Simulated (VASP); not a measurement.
Crystal: MgO.

```
CELL_PARAMETERS angstrom
2.74822 0.00000 0.00000
0.00000 2.74822 0.00000
0.00000 0.00000 2.62335
ATOMIC_POSITIONS crystal
Mg 0.00000 0.00000 0.00000
O 0.50000 0.50000 0.50000
```

This cell differs from its parent crystal: biaxial xy strain +4.8%.

Program: VASP 6.6.1. Alike in all runs: task single point; potentials or basis VASP PAW PBE potentials, release 64 (Mg, O); no spin polarisation; cell as given; cutoff (eV) 520.

**Question.** Order these runs on this cell by their band gap on the k mesh, lowest first.
A. level HSE06; k mesh 6 × 6 × 6; smearing gaussian 0.01 eV; grid for exact exchange (PRECFOCK) Normal; screening parameter 0.2079 1/Å
B. level PBE; k mesh 10 × 10 × 10; smearing fermi-dirac 0.02 eV
C. level r2SCAN; k mesh 10 × 10 × 10; smearing gaussian 0.01 eV

**Answer.** B (1.45 eV), C (2.23 eV), A (2.89 eV).

A k mesh can miss the band edges.
